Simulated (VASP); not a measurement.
# Cu (Fm-3m) in VASP: further runs

Runs on Cu. Level: PBE. Tasks: single point.

Program: VASP 6.6.1. These are calculated values, not measurements. Logs are shortened: lines on timing, memory, paths and dates and some standing lists are left out, and cuts for length are marked.

## 1. The cell of the first run

It takes space group Fm-3m (No. 225, cubic). The conventional cell has a = 3.539 Å, b = 3.539 Å, c = 3.539 Å, α = 90.00°, β = 90.00°, γ = 90.00°. Within 3.3 Å of Cu (site symmetry m-3m) lie 12 Cu at 2.50 Å.

## 2. Single point, PBE (strain -0.025 along x and y, -0.025 along z)

INCAR reads:

```
PREC = Accurate ; ENCUT = 520
EDIFF = 1E-6 ; ISMEAR = 0
SIGMA = 0.15 ; LREAL = F
LASPH = T ; NELM = 100
ALGO = Normal ; ISIF = 2
LWAVE = F ; LCHARG = T
GGA = PE ; LELF = T
LVHAR = T ; NBANDS = 12
```

KPOINTS reads:

```
Automatic mesh
0
Gamma
  28 28 28
```

POSCAR reads:

```
Cu
1.0
    0.0000000000      1.7695022750      1.7695022750
    1.7695022750      0.0000000000      1.7695022750
    1.7695022750      1.7695022750      0.0000000000
Cu
1
Direct
    0.0000000000      0.0000000000      0.0000000000
```

Potentials or basis: VASP PAW PBE potentials, release 64 (Cu).

Started as:

```sh
$ cat potpaw_PBE.64/Cu/POTCAR > POTCAR
$ mpirun -np 1 vasp_std > vasp.out
```

OUTCAR:

```text
PREC = Accurate
   ENCUT = 520
   EDIFF = 1E-6
   ISMEAR = 0
   LREAL = F
   LASPH = T
   NELM = 100
   ISIF = 2
   GGA = PE

 ion  position               nearest neighbor table
   1  0.000  0.000  0.000-

  LATTYP: Found a face centered cubic cell.
 ALAT       =     3.5390045500

  Lattice vectors:

 A1 = (   0.0000000000,   1.7695022750,   1.7695022750)
 A2 = (   1.7695022750,   0.0000000000,   1.7695022750)
 A3 = (   1.7695022750,   1.7695022750,   0.0000000000)

Analysis of symmetry for initial positions (statically):
=====================================================================
 Subroutine PRICEL returns:
 Original cell was already a primitive cell.

 Routine SETGRP: Setting up the symmetry group for a
 face centered cubic supercell.

 Subroutine GETGRP returns: Found 48 space group operations
 (whereof 48 operations were pure point group operations)
 out of a pool of 48 trial point group operations.

The static configuration has the point symmetry O_h .

Analysis of symmetry for dynamics (positions and initial velocities):
=====================================================================
 Subroutine PRICEL returns:
 Original cell was already a primitive cell.

 Routine SETGRP: Setting up the symmetry group for a
 face centered cubic supercell.

 Subroutine GETGRP returns: Found 48 space group operations
 (whereof 48 operations were pure point group operations)
 out of a pool of 48 trial point group operations.

The dynamic configuration has the point symmetry O_h .

 Subroutine INISYM returns: Found 48 space group operations
 (whereof 48 operations are pure point group operations),
 and found     1 'primitive' translations

----------------------------------------------------------------------------------------

                                     Primitive cell

  volume of cell :      11.0811

  direct lattice vectors                    reciprocal lattice vectors
     0.000000000  1.769502275  1.769502275    -0.282565333  0.282565333  0.282565333
     1.769502275  0.000000000  1.769502275     0.282565333 -0.282565333  0.282565333
     1.769502275  1.769502275  0.000000000     0.282565333  0.282565333 -0.282565333

  length of vectors
     2.502454116  2.502454116  2.502454116     0.489417514  0.489417514  0.489417514

  position of ions in fractional coordinates (direct lattice)
     0.000000000  0.000000000  0.000000000

  ion indices of the primitive-cell ions
   primitive index   ion index
                 1           1

----------------------------------------------------------------------------------------

 KPOINTS: Automatic mesh

Automatic generation of k-mesh.
 Grid dimensions read from file:
 generate k-points for:   28   28   28

 Generating k-lattice:

  Cartesian coordinates                     Fractional coordinates (reciprocal lattice)
    -0.010091619  0.010091619  0.010091619     0.035714286  0.000000000  0.000000000
     0.010091619 -0.010091619  0.010091619     0.000000000  0.035714286  0.000000000
     0.010091619  0.010091619 -0.010091619     0.000000000  0.000000000  0.035714286

  Length of vectors
     0.017479197  0.017479197  0.017479197

  Shift w.r.t. Gamma in fractional coordinates (k-lattice)
     0.000000000  0.000000000  0.000000000

 Subroutine IBZKPT returns following result:
 ===========================================

 Found    624 irreducible k-points:

 Following reciprocal coordinates:
            Coordinates               Weight
  0.000000  0.000000  0.000000      1.000000
  0.035714  0.000000  0.000000      8.000000
  0.071429  0.000000  0.000000      8.000000
  0.107143  0.000000  0.000000      8.000000
  0.142857  0.000000  0.000000      8.000000
  0.178571  0.000000  0.000000      8.000000
[... 16 lines left out ...]
  0.285714  0.035714  0.000000     24.000000
  0.321429  0.035714  0.000000     24.000000
 [... further k-points ...]
   k-points           NKPTS =    624   k-points in BZ     NKDIM =    624   number of bands    NBANDS=     12
   number of dos      NEDOS =    301   number of ions     NIONS =      1
   total plane-waves  NPLWV =   8000
   dimension x,y,z NGX =    20 NGY =   20 NGZ =   20
   dimension x,y,z NGXF=    40 NGYF=   40 NGZF=   40
   ions per type =               1
   NGX,Y,Z   is equivalent  to a cutoff of  13.29, 13.29, 13.29 a.u.
   NGXF,Y,Z  is equivalent  to a cutoff of  26.57, 26.57, 26.57 a.u.
 SYSTEM =  unknown system
   PREC   = accura    normal or accurate (medium, high low for compatibility)
   ISTART =      0    job   : 0-new  1-cont  2-samecut
   ICHARG =      2    charge: 1-file 2-atom 10-const
   ISPIN  =      1    spin polarized calculation?
   LNONCOLLINEAR =      F non collinear calculations
   LSORBIT =      F    spin-orbit coupling
   LASPH  =      T    aspherical Exc in radial PAW
   ENCUT  =  520.0 eV  38.22 Ry    6.18 a.u.   4.65  4.65  4.65*2*pi/ulx,y,z
   NELM   =    100;   NELMIN=  2; NELMDL= -5     # of ELM steps
   EDIFF  = 0.1E-05   stopping-criterion for ELM
   LREAL  =      F    real-space projection
   EDIFFG = 0.1E-04   stopping-criterion for IOM
   NSW    =      0    number of steps for IOM
   IBRION =     -1    ionic relax: 0-MD 1-quasi-New 2-CG
   NFREE  =      0    steps in history (QN), initial steepest desc. (CG)
   ISIF   =      2    stress and relaxation
   ISYM   =      2    0-nonsym 1-usesym 2-fastsym
   POTIM  = 0.5000    time-step for ionic-motion
   TEBEG  =    0.0;   TEEND  =   0.0 temperature during run
   PSTRESS=    0.0 pullay stress
   NELECT =      11.0000    total number of electrons
   NUPDOWN=      -1.0000    fix difference up-down
   EMIN   =  10.00;   EMAX   =-10.00  energy-range for DOS
   EFERMI =   0.00;   METHOD = LEGACY
   ISMEAR =     0;   SIGMA  =   0.15  broadening in eV -4-tet -1-fermi 0-gaus
   EFERMI_NEDOS =   21; number of points for ismear=-14 and -15
   IALGO  =     38    algorithm
   IMIX   =      4    mixing-type and parameters
     AMIX     =   0.40;   BMIX     =  1.00
     AMIX_MAG =   1.60;   BMIX_MAG =  1.00
  volume/ion in A,a.u.               =      11.08        74.78
  Fermi-wavevector in a.u.,A,eV,Ry     =   1.633094  3.086101 36.286698  2.666997
  Thomas-Fermi vector in A             =   2.724956
   LORBIT       =      0    0 simple, 1 ext, 2 COOP (PROOUT), +10 PAW based schemes
   GGA     = PE    functional components
   LHFCALC =     F    Hartree Fock is set to
   AEXX    =    0.0000 exact exchange contribution
   IVDW    =     0    specifies the selected vdW correction
   LEPSILON=     F    determine dielectric tensor
   LRPA    =     F    only Hartree local field effects (RPA)
 non-spin polarized calculation
 Gauss-broadening in eV      SIGMA  =   0.15
  energy-cutoff  :      520.00
  volume of cell :       11.08
 maximum number of plane-waves:       310
   NGX =  9   NGY =  9   NGZ =  9

 number of electron      11.0000008 magnetization

 Free energy of the ion-electron system (eV)
  ---------------------------------------------------
  ext. energy  EPLUGINS =         0.00000000
  ---------------------------------------------------
  free energy    TOTEN  =        -3.69376389 eV

  energy without entropy =       -3.69105114  energy(sigma->0) =       -3.69240752

 E-fermi :   8.4296     XC(G=0): -13.1003

 val. band max:        8.4119571910   @ k =   0.4643   0.2143   0.0000
 cond. band min:       8.4322520087   @ k =   0.5000   0.2143   0.0714
 fundamental gap:      0.0202948177
 Fermi energy:         8.4295961751

 k-point     1 :       0.0000    0.0000    0.0000
  band No.  band energies     occupation
      1      -1.4450      2.00000
      2       5.1713      2.00000
      3       5.1714      2.00000
      4       5.1714      2.00000
      5       6.0789      2.00000
      6       6.0789      2.00000
      7      31.5049      0.00000
      8      34.6520      0.00000
      9      34.6520      0.00000
     10      34.6520      0.00000
     11      37.2136      0.00000
     12      37.2136      0.00000

 k-point     2 :       0.0357    0.0000    0.0000
  band No.  band energies     occupation
      1      -1.3963      2.00000
      2       5.1602      2.00000
      3       5.1813      2.00000
      4       5.1813      2.00000
      5       6.0748      2.00000
      6       6.0748      2.00000
      7      31.3128      0.00000
      8      33.7890      0.00000
      9      34.4830      0.00000
     10      34.4830      0.00000
     11      37.4486      0.00000
     12      37.4486      0.00000

 k-point     3 :       0.0714    0.0000    0.0000
  band No.  band energies     occupation
      1      -1.2506      2.00000
      2       5.1278      2.00000
      3       5.2094      2.00000
      4       5.2094      2.00000
      5       6.0639      2.00000
      6       6.0639      2.00000
      7      30.4449      0.00000
      8      32.7970      0.00000
      9      34.0993      0.00000
     10      34.0993      0.00000
     11      38.0216      0.00000
     12      38.0216      0.00000
[... 286 lines left out ...]
 k-point    23 :       0.2857    0.0357    0.0000
  band No.  band energies     occupation
      1       1.1826      2.00000
      2       4.8794      2.00000
      3       5.3186      2.00000
      4       5.3407      2.00000
      5       6.1833      2.00000
      6       6.3003      2.00000
      7      20.2537      0.00000
      8      30.7909      0.00000
      9      30.8829      0.00000
     10      33.5305      0.00000
     11      36.1548      0.00000
     12      38.4250      0.00000

 k-point    24 :       0.3214    0.0357    0.0000
  band No.  band energies     occupation
      1       1.7394      2.00000
      2       4.9751      2.00000
      3       5.2744      2.00000
      4       5.3051      2.00000
      5       6.3087      2.00000
      6       6.3996      2.00000
      7      18.5553      0.00000
      8      30.5276      0.00000
      9      30.7084      0.00000
     10      33.0631      0.00000
     11      35.6777      0.00000
     12      37.6349      0.00000

 [... further k-points ...]
[... 5 lines left out ...]
  --------------------------------------------------------------------------------------
  -------------------------------------------------------------------------------------
  Total        0.9326960      0.9326960      0.9326960     -0.0000000      0.0000000      0.0000000
  in kB      134.8550822    134.8550822    134.8550822     -0.0000000      0.0000000      0.0000000
  external PRESSURE =     134.8550822 kB  Pullay stress =       0.0000000 kB

 VOLUME and BASIS-vectors are now :
 -----------------------------------------------------------------------------
  energy-cutoff  :      520.00
  volume of cell :       11.08
      direct lattice vectors                 reciprocal lattice vectors
     0.000000000  1.769502275  1.769502275    -0.282565333  0.282565333  0.282565333
     1.769502275  0.000000000  1.769502275     0.282565333 -0.282565333  0.282565333
     1.769502275  1.769502275  0.000000000     0.282565333  0.282565333 -0.282565333

 POSITION                                       TOTAL-FORCE (eV/Angst)
 -----------------------------------------------------------------------------------
      0.00000      0.00000      0.00000        -0.000000     -0.000000     -0.000000
 -----------------------------------------------------------------------------------
    total drift:                                0.000000      0.000000      0.000000

  FREE ENERGIE OF THE ION-ELECTRON SYSTEM (eV)
  ---------------------------------------------------
  free  energy   TOTEN  =        -3.6937638924 eV

  energy  without entropy=       -3.6910511419  energy(sigma->0) =       -3.69240752
```

Run time: 47 s. Hardware: 1 thread of Intel Xeon Platinum 8488C (Sapphire Rapids), shared host; peak memory 0.19 GiB.

Results:

```yaml
Free_energy: -3.6938 eV
Pressure: 13.5 GPa
```

Levels at points of the mesh, in eV from the Fermi level:
| k point | band 4 | band 5 | band 6 | band 7 | band 8 | band 9 |
| --- | --- | --- | --- | --- | --- | --- |
| (0.00, 0.00, 0.00) | -3.26 | -2.35 | -2.35 | 23.08 | 26.22 | 26.22 |
| (0.50, 0.00, 0.00) | -1.72 | -1.72 | -1.22 | 4.06 | 21.54 | 23.06 |
| (0.50, 0.50, 0.00) | -1.57 | -1.57 | 1.42 | 7.54 | 13.56 | 13.56 |

Caveat: the cell differs from its parent crystal (strain -0.025 along x and y, -0.025 along z).

## 3. Single point, PBE (strain +0.025 along x and y, +0.025 along z)

INCAR reads:

```
SYSTEM = Cu
  ALGO = Normal
  EDIFF = 1E-7
  ENCUT = 520
  GGA = PE
  ISIF = 2
  ISMEAR = 0
  LASPH = .True.
  LCHARG = .False.
  LREAL = .False.
  LWAVE = .False.
  NBANDS = 12
  NELM = 60
  PREC = Accurate
  SIGMA = 0.15
```

KPOINTS reads:

```
k-points
0
Gamma
  28 28 28
  0 0 0
```

POSCAR reads:

```
Cu
1.0
    0.0000000000      1.8602459814      1.8602459814
    1.8602459814      0.0000000000      1.8602459814
    1.8602459814      1.8602459814      0.0000000000
Cu
1
Direct
    0.0000000000      0.0000000000      0.0000000000
```

Potentials or basis: VASP PAW PBE potentials, release 64 (Cu).

Started as:

```sh
$ cat potpaw_PBE.64/Cu/POTCAR > POTCAR
$ mpirun -np 1 vasp_std > vasp.out
```

Wall time 53 s (1 thread of Intel Xeon Platinum 8488C (Sapphire Rapids), shared host); peak memory 0.2 GiB.

The run converged. Its results:

```
Free energy : -3.7064 eV
Pressure    : -8.1 GPa
```

Levels at points of the mesh, in eV from the Fermi level:
| k point | band 4 | band 5 | band 6 | band 7 | band 8 | band 9 |
| --- | --- | --- | --- | --- | --- | --- |
| (0.00, 0.00, 0.00) | -2.80 | -2.08 | -2.08 | 21.88 | 23.87 | 23.87 |
| (0.50, 0.00, 0.00) | -1.58 | -1.58 | -0.78 | 3.32 | 20.41 | 20.74 |
| (0.50, 0.50, 0.00) | -1.46 | -1.46 | 1.54 | 6.51 | 12.41 | 12.41 |

Caveat: the cell differs from its parent crystal (strain +0.025 along x and y, +0.025 along z).

## 4. Single point, PBE (strain +0.050 along x and y, +0.050 along z)

INCAR reads:

```
SYSTEM = Cu
PREC = Accurate
ENCUT = 520
EDIFF = 1E-6
ISMEAR = 0
SIGMA = 0.15
LREAL = .FALSE.
LASPH = .TRUE.
NELM = 80
ALGO = Fast
ISIF = 2
LWAVE = .FALSE.
LCHARG = .FALSE.
GGA = PE
NBANDS = 12
```

KPOINTS reads:

```
regular mesh
0
G
  28 28 28
  0 0 0
```

POSCAR reads:

```
Cu
1.0
    0.0000000000      1.9056178346      1.9056178346
    1.9056178346      0.0000000000      1.9056178346
    1.9056178346      1.9056178346      0.0000000000
Cu
1
Direct
    0.0000000000      0.0000000000      0.0000000000
```

Started as:

```sh
$ cat potpaw_PBE.64/Cu/POTCAR > POTCAR
$ mpirun -np 1 vasp_std > vasp.out
```

Run time: 56 s. Hardware: 1 thread of Intel Xeon Platinum 8488C (Sapphire Rapids), shared host; peak memory 0.2 GiB.

The run converged. Its results:

```
Free energy : -3.6395 eV
Pressure    : -12.8 GPa
```

Levels at points of the mesh, in eV from the Fermi level:
| k point | band 4 | band 5 | band 6 | band 7 | band 8 | band 9 |
| --- | --- | --- | --- | --- | --- | --- |
| (0.00, 0.00, 0.00) | -2.61 | -1.97 | -1.97 | 21.29 | 22.75 | 22.75 |
| (0.50, 0.00, 0.00) | -1.52 | -1.52 | -0.58 | 3.00 | 19.69 | 19.69 |
| (0.50, 0.50, 0.00) | -1.41 | -1.41 | 1.59 | 6.04 | 11.88 | 11.88 |

Caveat: the cell differs from its parent crystal (strain +0.050 along x and y, +0.050 along z).

## 5. Overview

| cell | gap on the mesh (eV) | pressure (GPa) |
| --- | --- | --- |
| a = 2.502 Å, angles 60.0°, 1 atom | none | 13.5 |
| a = 2.631 Å, angles 60.0°, 1 atom | none | -8.1 |
| a = 2.695 Å, angles 60.0°, 1 atom | none | -12.8 |

Alike in all rows: task single point; level PBE; potentials or basis VASP PAW PBE potentials, release 64 (Cu); no spin polarisation; k mesh 28 × 28 × 28; cutoff (eV) 520; smearing gaussian 0.15 eV.

Total energies depend on the potentials used, so only differences within one code and one set of settings carry meaning.
